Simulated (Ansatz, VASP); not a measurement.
**C in VASP and in Ansatz**

INCAR

```
SYSTEM = C
PREC = Accurate
ENCUT = 600
EDIFF = 1E-6
ISMEAR = -1
SIGMA = 0.05
LREAL = .False.
LASPH = .True.
NELM = 120
ALGO = Normal
ISIF = 2
LWAVE = .False.
LCHARG = .False.
GGA = PS
NBANDS = 11
GGA_COMPAT = .False.
```

File KPOINTS:

```
Automatic mesh
0
Gamma
  11 11 11
  0 0 0
```

The input POSCAR:

```
C
1.0
    0.0000000000      1.7833700000      1.8012037000
    1.7833700000      0.0000000000      1.8012037000
    1.7833700000      1.7833700000      0.0000000000
C
2
Direct
    0.7500000000      0.7500000000      0.7500000000
    0.5000000000      0.5000000000      0.5000000000
```

input.yaml

```yaml
crystal:
  lattice:
    - [0.0, 1.78337, 1.8012037]
    - [1.78337, 0.0, 1.8012037]
    - [1.78337, 1.78337, 0.0]
  atoms:
    - { symbol: C, position: [0.75, 0.75, 0.75] }
    - { symbol: C, position: [0.5, 0.5, 0.5] }
hamiltonian:
  xc: pbesol
  pseudopotentials: { kind: paw }
kpoints:
  mp_grid: { grid: [11, 11, 11] }
scf:
  occupations: { method: fermi_dirac, width: 0.05 }
output:
  forces: true
  stress: true
  eigenvalues: true
```

Alike in both runs: task single point; functional PBEsol; k mesh 11 × 11 × 11; occupations fermi-dirac, width 0.05 eV; no spin polarisation.

```csv
,VASP,Ansatz
version,VASP 6.6.1,Ansatz 0.2.0
potentials or method,"VASP PAW PBE potentials, release 64 (C)",Ansatz PAW
plane-wave cutoff (eV),600,420
valence electrons in the cell,8,8
```

|  | VASP | Ansatz | Ansatz less VASP |
| --- | --- | --- | --- |
| gap on the k mesh at the Fermi level (eV) | 3.85 | 3.86 | +0.004 |
| least direct gap on the mesh (eV) | 5.42 | 5.42 | 0.000 |
| pressure (GPa) | -8.7 | -9.0 | -0.36 |
| traceless stress, the component that is largest in VASP (GPa) | -6.10 | -6.10 | +0.004 |

VASP's potentials were made for PBE, not for PBEsol.

Noted on Ansatz's run: Pulay correction over one GPa; odd divisions of the mesh miss points on the zone boundary, where band edges often lie, so the gap on the mesh can be too wide.
